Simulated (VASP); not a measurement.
Wanted: the native input for a VASP 6.6.1 run.

| Property | Result |
| --- | --- |
| Task | single point |
| Functional | PBE |
| Potentials or basis | VASP PAW PBE potentials, release 64 (As) |
| Cutoff | 520 eV |
| k mesh | 13 × 13 × 8 |
| Occupations | fermi-dirac, width 0.1 eV |
| Spin | no spin polarisation |
| Dipole correction | no |
| Further INCAR settings | ALGO = Normal; EDIFF = 1e-06; NBANDS = 12 |

The structure of As lies in POSCAR:

```
As
1.0
    2.9926922622      0.0000000000      0.0000000000
   -1.4963461311      2.5917475248      0.0000000000
    0.0000000000      0.0000000000      4.5671108420
As
2
Direct
    0.3333333333      0.6666666667      0.2500000000
    0.6666666667      0.3333333333      0.7500000000
```

This cell differs from its parent crystal: volume scaled by 0.92.

These files were run (other wordings do the same):

INCAR

```
SYSTEM = As
PREC = Accurate
ENCUT = 520
EDIFF = 1E-6
ISMEAR = -1
SIGMA = 0.1
LREAL = .FALSE.
LASPH = .TRUE.
NELM = 100
ALGO = Normal
ISIF = 2
LWAVE = .FALSE.
LCHARG = .FALSE.
GGA = PE
NBANDS = 12
```

KPOINTS

```
regular mesh
0
G
  13 13 8
  0 0 0
```

Potentials or basis: VASP PAW PBE potentials, release 64 (As).

Run with:

```bash
$ cat potpaw_PBE.64/As/POTCAR > POTCAR
$ mpirun -np 1 vasp_std > vasp.out
```

Results of the run:

The pressure is 8.3 GPa and the band gap on the k mesh is zero (band 5 reaches 11.97 eV, above the bottom of band 6 at 3.58 eV).

It took 22 s on 1 thread of Intel(R) Xeon(R) 6975P-C (Granite Rapids), with other jobs on the host, peak memory 0.17 GiB.
